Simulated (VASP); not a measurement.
Write the native input for VASP 6.6.1 that does the following.

- Task: single point
- Functional: PBE
- Potentials or basis: VASP PAW PBE potentials, release 64 (K_sv, Al, Ru_pv)
- Cutoff: 520 eV
- k mesh: 8 × 8 × 4
- Occupations: gaussian, width 0.1 eV
- Spin: no spin polarisation
- Dipole correction: no
- Further INCAR settings: ALGO = Fast; EDIFF = 1e-06; NBANDS = 48

The structure of K2AlRu4 lies in POSCAR:

```
K2AlRu4
1.0
    4.5682199441      0.0000000000      0.0000000000
    0.0000000000      4.5682199441      0.0000000000
    0.0000000000      0.0000000000      7.5931797651
K Al Ru
2 1 4
Direct
    0.5000000000      0.0000000000      0.2636327131
    0.0000000000      0.5000000000      0.2636327131
    0.5000000000      0.5000000000      0.9259699531
    0.5000000000      0.0000000000      0.7260282188
    0.0000000000      0.5000000000      0.7260282188
    0.5000000000      0.5000000000      0.6044715541
    0.0000000000      0.0000000000      0.8568075587
```

These files were run (other wordings do the same):

INCAR

```
PREC     = Accurate       # precision mode
ENCUT    = 520            # plane-wave cutoff, eV
EDIFF    = 1E-6           # SCF threshold, eV
ISMEAR   = 0              # smearing method
SIGMA    = 0.1            # smearing width, eV
LREAL    = False          # projectors in reciprocal space
LASPH    = True           # aspherical terms in the spheres
NELM     = 80             # most SCF steps
ALGO     = Fast           # electronic algorithm
ISIF     = 2              # what is computed and relaxed
LWAVE    = False          # write WAVECAR
LCHARG   = False          # write CHGCAR
GGA      = PE             # functional
NBANDS   = 48             # bands
```

KPOINTS

```
regular mesh
0
Gamma
  8 8 4
```

Potentials or basis: VASP PAW PBE potentials, release 64 (K_sv, Al, Ru_pv).

The run is started by

```sh
$ cat potpaw_PBE.64/K_sv/POTCAR potpaw_PBE.64/Al/POTCAR potpaw_PBE.64/Ru_pv/POTCAR > POTCAR
$ mpirun -np 1 vasp_std > vasp.out
```

It gave:

The pressure is 0.1 GPa, the largest force is 0.027 eV/Å and the band gap on the k mesh is zero (an odd number of electrons rules out a gap without spin polarisation).

Wall time 5.2 min on 1 thread of AMD EPYC 9R45 (Zen 5), with other jobs on the host, peak memory 0.41 GiB.
